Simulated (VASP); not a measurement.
Here is a VASP 6.6.1 calculation.

The input INCAR:

```
  PREC = Accurate
  ENCUT = 520
  EDIFF = 1E-8
  ISMEAR = -1
  SIGMA = 0.03
  LREAL = F
  LASPH = T
  NELM = 80
  ALGO = Normal
  ISIF = 2
  LWAVE = F
  LCHARG = F
  GGA = PE
  LEFG = T
  NBANDS = 32
```

Contents of KPOINTS:

```
Automatic mesh
0
Gamma
  6 6 6
```

The input POSCAR:

```
Bi2Se3
1.0
    2.0575961980      1.1879537188      9.4812654522
   -2.0575961980      1.1879537188      9.4812654522
    0.0000000000     -2.3759074377      9.4812654522
Bi Se
2 3
Direct
    0.4008000000      0.4008000000      0.4008000000
    0.5992000000      0.5992000000      0.5992000000
    0.0000000000      0.0000000000      0.0000000000
    0.2117000000      0.2117000000      0.2117000000
    0.7883000000      0.7883000000      0.7883000000
```

Potentials or basis: VASP PAW PBE potentials, release 64 (Bi_d, Se).

Command:

```sh
$ cat potpaw_PBE.64/Bi_d/POTCAR potpaw_PBE.64/Se/POTCAR > POTCAR
$ mpirun -np 1 vasp_std > vasp.out
```

Task: What does it give for the largest force?

Result: 0.352 eV/Å.

Task: Predict the band gap on the k mesh.

Result: 0.20 eV.

Forces in eV/Å, atoms in the order of the input:
```
Bi   0.000  0.000 -0.256
Bi   0.000  0.000  0.256
Se   0.000  0.000  0.000
Se   0.000  0.000 -0.352
Se   0.000  0.000  0.352
```

Caveat: without QUAD_EFG the Cq values of the log hold for a quadrupole moment of 1 mb, not for the nuclei; spin-orbit coupling is left out, which moves the levels of the heavy elements. A k mesh can miss the band edges.
